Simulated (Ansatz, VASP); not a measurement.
Rh: VASP beside Ansatz

```
Rh
1.0
     0.00000    1.93507    1.93507
     1.93507    0.00000    1.93507
     1.93507    1.93507    0.00000
Rh
1
Direct
  0.00000 0.00000 0.00000
```

Alike in both runs: task single point; functional HSE06; k mesh 8 × 8 × 8; occupations fermi-dirac, width 0.05 eV; no spin polarisation.

```csv
,VASP,Ansatz
version,VASP 6.6.1,Ansatz 0.2.0
potentials or method,"VASP PAW PBE potentials, release 64 (Rh_pv)",Ansatz PAW
plane-wave cutoff (eV),520,420
valence electrons in the cell,15,17
```

VASP gave:

```
gap on the k mesh at the Fermi level (eV) : none
pressure (GPa)                            : -16.2
```

Question: Estimate Ansatz's values.

Answer: gap on the k mesh at the Fermi level (eV): none; pressure (GPa): -16.8.

A gap of «none» marks a metal or a gap that the smearing closes. The functional is the same, so the differences come from potentials, cutoffs and numerics. VASP's potentials hold 15 valence electrons a cell and Ansatz's 17, so a difference there can come from the potentials and not from the codes.
